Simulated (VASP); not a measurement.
# WC (Qusongite) (P-6m2) in VASP: notebook, part 2 of 2

VASP 6.6.1. Earlier steps stand in the parts before.

## 3. Single point, PBE+U

Input file INCAR:

```
PREC = Accurate
ENCUT = 520
EDIFF = 1E-6
ISMEAR = -1
SIGMA = 0.05
LREAL = False
LASPH = True
NELM = 150
ALGO = Normal
ISIF = 2
LWAVE = False
LCHARG = False
LMAXMIX = 4
LDAU = True
LDAUTYPE = 2
LDAUL = 2 -1
LDAUU = 6 0
LDAUJ = 0 0
LDAUPRINT = 1
GGA = PE
NBANDS = 16
```

Input file KPOINTS:

```
Automatic mesh
0
Gamma
  10 10 9
```

Input file POSCAR:

```
WC
1.0
    2.9275839278      0.0000000000      0.0000000000
   -1.4637919639      2.5353620532      0.0000000000
    0.0000000000      0.0000000000      2.8440437187
W C
1 1
Direct
    0.0000000000      0.0000000000      0.0000000000
    0.6666666667      0.3333333333      0.5000000000
```

Potentials or basis: VASP PAW PBE potentials, release 64 (W_sv, C).

Started as:

```
$ cat potpaw_PBE.64/W_sv/POTCAR potpaw_PBE.64/C/POTCAR > POTCAR
$ mpirun -np 1 vasp_std > vasp.out
```

OUTCAR:

```text
PREC = Accurate
   ENCUT = 520
   EDIFF = 1E-6
   ISMEAR = -1
   LREAL = False
   LASPH = True
   NELM = 150
   ISIF = 2
   GGA = PE

 ion  position               nearest neighbor table
   1  0.000  0.000  0.000-   2 2.21   2 2.21   2 2.21   2 2.21   2 2.21   2 2.21
   2  0.667  0.333  0.500-   1 2.21   1 2.21   1 2.21   1 2.21   1 2.21   1 2.21

  LATTYP: Found a hexagonal cell.
 ALAT       =     2.9275839278
 C/A-ratio  =     0.9714644529

  Lattice vectors:

 A1 = (   2.9275839278,   0.0000000000,   0.0000000000)
 A2 = (  -1.4637919639,   2.5353620532,   0.0000000000)
 A3 = (   0.0000000000,   0.0000000000,   2.8440437187)

Analysis of symmetry for initial positions (statically):
=====================================================================
 Subroutine PRICEL returns:
 Original cell was already a primitive cell.

 Routine SETGRP: Setting up the symmetry group for a
 hexagonal supercell.

 Subroutine GETGRP returns: Found 12 space group operations
 (whereof 12 operations were pure point group operations)
 out of a pool of 24 trial point group operations.

The static configuration has the point symmetry D_3h.

Analysis of symmetry for dynamics (positions and initial velocities):
=====================================================================
 Subroutine PRICEL returns:
 Original cell was already a primitive cell.

 Routine SETGRP: Setting up the symmetry group for a
 hexagonal supercell.

 Subroutine GETGRP returns: Found 12 space group operations
 (whereof 12 operations were pure point group operations)
 out of a pool of 24 trial point group operations.

The dynamic configuration has the point symmetry D_3h.

 Subroutine INISYM returns: Found 12 space group operations
 (whereof 12 operations are pure point group operations),
 and found     1 'primitive' translations

----------------------------------------------------------------------------------------

                                     Primitive cell

  volume of cell :      21.1099

  direct lattice vectors                    reciprocal lattice vectors
     2.927583928  0.000000000  0.000000000     0.341578593  0.197210493  0.000000000
    -1.463791964  2.535362053  0.000000000     0.000000000  0.394420986  0.000000000
     0.000000000  0.000000000  2.844043719     0.000000000  0.000000000  0.351612035

  length of vectors
     2.927583928  2.927583928  2.844043719     0.394420986  0.394420986  0.351612035

  position of ions in fractional coordinates (direct lattice)
     0.000000000  0.000000000  0.000000000
     0.666666667  0.333333333  0.500000000

  ion indices of the primitive-cell ions
   primitive index   ion index
[... 76 lines left out ...]
   EDIFFG = 0.1E-04   stopping-criterion for IOM
   NSW    =      0    number of steps for IOM
   IBRION =     -1    ionic relax: 0-MD 1-quasi-New 2-CG
   NFREE  =      0    steps in history (QN), initial steepest desc. (CG)
   ISIF   =      2    stress and relaxation
   ISYM   =      2    0-nonsym 1-usesym 2-fastsym
   POTIM  = 0.5000    time-step for ionic-motion
   TEBEG  =    0.0;   TEEND  =   0.0 temperature during run
   PSTRESS=    0.0 pullay stress
   NELECT =      18.0000    total number of electrons
   NUPDOWN=      -1.0000    fix difference up-down
   EMIN   =  10.00;   EMAX   =-10.00  energy-range for DOS
[... 5 lines left out ...]
     AMIX     =   0.40;   BMIX     =  1.00
     AMIX_MAG =   1.60;   BMIX_MAG =  1.00
  volume/ion in A,a.u.               =      10.55        71.23
  Fermi-wavevector in a.u.,A,eV,Ry     =   1.552401  2.933612 32.789327  2.409948
  Thomas-Fermi vector in A             =   2.656781
   LORBIT       =      0    0 simple, 1 ext, 2 COOP (PROOUT), +10 PAW based schemes
 LDA+U is selected, type is set to LDAUTYPE =  2
   angular momentum for each species LDAUL =     2   -1
   U (eV)           for each species LDAUU =   6.0  0.0
   J (eV)           for each species LDAUJ =   0.0  0.0
   GGA     = PE    functional components
   LHFCALC =     F    Hartree Fock is set to
   AEXX    =    0.0000 exact exchange contribution
   IVDW    =     0    specifies the selected vdW correction
   LEPSILON=     F    determine dielectric tensor
   LRPA    =     F    only Hartree local field effects (RPA)
 non-spin polarized calculation
  energy-cutoff  :      520.00
  volume of cell :       21.11
 maximum number of plane-waves:       599
 NGX is ok and might be reduce to    24
   NGX = 11   NGY = 11   NGZ = 11

atom =   1  type =  1  l = 2

 onsite density matrix

spin component  1

  0.3309 -0.0000 -0.0000 -0.0000 -0.0000
 -0.0000  0.3051 -0.0000  0.0000 -0.0000
 -0.0000 -0.0000  0.3589 -0.0000  0.0000
 -0.0000  0.0000 -0.0000  0.3051 -0.0000
 -0.0000 -0.0000  0.0000 -0.0000  0.3309

spin component  2

  0.3309 -0.0000 -0.0000 -0.0000 -0.0000
 -0.0000  0.3051 -0.0000  0.0000 -0.0000
 -0.0000 -0.0000  0.3589 -0.0000  0.0000
 -0.0000  0.0000 -0.0000  0.3051 -0.0000
 -0.0000 -0.0000  0.0000 -0.0000  0.3309

 occupancies and eigenvectors

  o =  0.3051  v =  0.0000 -0.0000  0.0000  1.0000  0.0000  0.0000  0.0000  0.0000  0.0000  0.0000      0.0000  0.0000  0.0000  0.0000  0.0000  0.0000  0.0000  0.0000  0.0000  0.0000
  o =  0.3051  v =  0.0000  0.0000  0.0000  0.0000  0.0000  0.0000 -0.0000  0.0000  1.0000  0.0000      0.0000  0.0000  0.0000  0.0000  0.0000  0.0000  0.0000  0.0000  0.0000  0.0000
  o =  0.3051  v =  0.0000 -1.0000 -0.0000 -0.0000 -0.0000  0.0000  0.0000  0.0000  0.0000  0.0000      0.0000  0.0000  0.0000  0.0000  0.0000  0.0000  0.0000  0.0000  0.0000  0.0000
  o =  0.3051  v =  0.0000  0.0000  0.0000  0.0000  0.0000  0.0000 -1.0000 -0.0000 -0.0000 -0.0000      0.0000  0.0000  0.0000  0.0000  0.0000  0.0000  0.0000  0.0000  0.0000  0.0000
  o =  0.3309  v =  1.0000  0.0000  0.0000  0.0000  0.0000  0.0000  0.0000  0.0000  0.0000  0.0000      0.0000  0.0000  0.0000  0.0000  0.0000  0.0000  0.0000  0.0000  0.0000  0.0000
  o =  0.3309  v =  0.0000  0.0000  0.0000  0.0000  0.0000  1.0000  0.0000  0.0000  0.0000  0.0000      0.0000  0.0000  0.0000  0.0000  0.0000  0.0000  0.0000  0.0000  0.0000  0.0000
  o =  0.3309  v =  0.0000  0.0000  0.0000  0.0000  0.0000  0.0000 -0.0000 -0.0000 -0.0000  1.0000      0.0000  0.0000  0.0000  0.0000  0.0000  0.0000  0.0000  0.0000  0.0000  0.0000
  o =  0.3309  v =  0.0000 -0.0000 -0.0000 -0.0000  1.0000  0.0000  0.0000  0.0000  0.0000  0.0000      0.0000  0.0000  0.0000  0.0000  0.0000  0.0000  0.0000  0.0000  0.0000  0.0000
  o =  0.3589  v =  0.0000  0.0000  0.0000  0.0000  0.0000  0.0000  0.0000 -1.0000  0.0000 -0.0000      0.0000  0.0000  0.0000  0.0000  0.0000  0.0000  0.0000  0.0000  0.0000  0.0000
  o =  0.3589  v =  0.0000  0.0000 -1.0000  0.0000 -0.0000  0.0000  0.0000  0.0000  0.0000  0.0000      0.0000  0.0000  0.0000  0.0000  0.0000  0.0000  0.0000  0.0000  0.0000  0.0000

 number of electron      18.0000001 magnetization

 Free energy of the ion-electron system (eV)
  ---------------------------------------------------
  ext. energy  EPLUGINS =         0.00000000
  ---------------------------------------------------
  free energy    TOTEN  =       -15.77817644 eV

  energy without entropy =      -15.77652933  energy(sigma->0) =      -15.77735289

 E-fermi :  11.3211     XC(G=0): -13.7205

 val. band max:       11.2604301828   @ k =   0.4000   0.2000   0.0000
 cond. band min:      11.4248453363   @ k =   0.0000   0.0000   0.3333
 fundamental gap:      0.1644151534
 Fermi energy:        11.3211456719

 k-point     1 :       0.0000    0.0000    0.0000
  band No.  band energies     occupation
      1     -63.6492      2.00000
      2     -27.5754      2.00000
      3     -27.4967      2.00000
      4     -27.4967      2.00000
      5      -3.3406      2.00000
      6       7.0814      2.00000
[... 433 lines left out ...]
      3     -27.7018      2.00000
      4     -27.5551      2.00000
      5       0.1626      2.00000
      6       4.2841      2.00000
[... 8 lines left out ...]
     15      24.1479      0.00000
     16      28.2838      0.00000

 [... further k-points ...]
[... 5 lines left out ...]
  --------------------------------------------------------------------------------------
  -------------------------------------------------------------------------------------
  Total        1.5980021      1.5980021      2.1384570      0.0000000      0.0000000      0.0000000
  in kB      121.2836639    121.2836639    162.3026106      0.0000000      0.0000000      0.0000000
  external PRESSURE =     134.9566462 kB  Pullay stress =       0.0000000 kB

 VOLUME and BASIS-vectors are now :
 -----------------------------------------------------------------------------
  energy-cutoff  :      520.00
  volume of cell :       21.11
      direct lattice vectors                 reciprocal lattice vectors
     2.927583928  0.000000000  0.000000000     0.341578593  0.197210493  0.000000000
    -1.463791964  2.535362053  0.000000000     0.000000000  0.394420986  0.000000000
     0.000000000  0.000000000  2.844043719     0.000000000  0.000000000  0.351612035

 POSITION                                       TOTAL-FORCE (eV/Angst)
 -----------------------------------------------------------------------------------
      0.00000      0.00000      0.00000        -0.000000      0.000000      0.000000
      1.46379      0.84512      1.42202         0.000000     -0.000000      0.000000
 -----------------------------------------------------------------------------------
    total drift:                               -0.000000      0.000000      0.000000

  FREE ENERGIE OF THE ION-ELECTRON SYSTEM (eV)
  ---------------------------------------------------
  free  energy   TOTEN  =       -15.7781764418 eV

  energy  without entropy=      -15.7765293292  energy(sigma->0) =      -15.77735289
```

OSZICAR:

```text
N       E                     dE             d eps       ncg     rms          rms(c)
DAV:   1     0.112385586939E+03    0.11239E+03   -0.95111E+03  2256   0.125E+03
DAV:   2    -0.164829486148E+02   -0.12887E+03   -0.12486E+03  2728   0.331E+02
DAV:   3    -0.194568484596E+02   -0.29739E+01   -0.29637E+01  2456   0.479E+01
DAV:   4    -0.194723227963E+02   -0.15474E-01   -0.15474E-01  3032   0.391E+00
DAV:   5    -0.194724414752E+02   -0.11868E-03   -0.11868E-03  2416   0.325E-01    0.305E+01
DAV:   6    -0.158441115010E+02    0.36283E+01   -0.66565E+00  2688   0.278E+01    0.734E+00
DAV:   7    -0.158122067621E+02    0.31905E-01   -0.44450E-01  2288   0.476E+00    0.475E+00
DAV:   8    -0.157803999001E+02    0.31807E-01   -0.84213E-02  2576   0.219E+00    0.987E-01
DAV:   9    -0.157782494488E+02    0.21505E-02   -0.70382E-03  2464   0.558E-01    0.171E-01
DAV:  10    -0.157781874485E+02    0.62000E-04   -0.70140E-04  2424   0.286E-01    0.583E-02
DAV:  11    -0.157781765578E+02    0.10891E-04   -0.39558E-05  2840   0.575E-02    0.135E-02
DAV:  12    -0.157781764418E+02    0.11592E-06   -0.45537E-06  2336   0.164E-02
   1 F= -.15778176E+02 E0= -.15777353E+02  d E =-.164711E-02
```

stdout:

```text
POSCAR found type information on POSCAR W C
 POSCAR found :  2 types and       2 ions
 scaLAPACK will be used
 LDA part: xc-table for (Slater+PW92), standard interpolation
 POSCAR, INCAR and KPOINTS ok, starting setup
 FFT: planning ... GRIDC
 FFT: planning ... GRID_SOFT
 FFT: planning ... GRID
 WAVECAR not read
 entering main loop
```

Wall time 8.2 s (1 thread of Intel Xeon 6975P-C (Granite Rapids), shared host); peak memory 0.15 GiB.

Results:

```
Free energy            : -15.7782 eV
Pressure               : 13.5 GPa
Band gap on the k mesh : zero (band 9 reaches 11.89 eV, above the bottom of band 10 at 10.96 eV)
```

Stress tensor (GPa, compression positive):
```
12.13  0.00  0.00
 0.00 12.13  0.00
 0.00  0.00 16.23
```

Eigenvalues of the final occupation matrices:
| site | spin | trace | eigenvalues |
| --- | --- | --- | --- |
| site 1 d | 1 | 1.63 | 0.31 0.31 0.33 0.33 0.36 |
| site 1 d | 2 | 1.63 | 0.31 0.31 0.33 0.33 0.36 |

Caveat: spin-orbit coupling is left out, which moves the levels of the heavy elements; U without spin polarisation on a metal has little footing; the U is typed as a test and isn't derived for this compound.
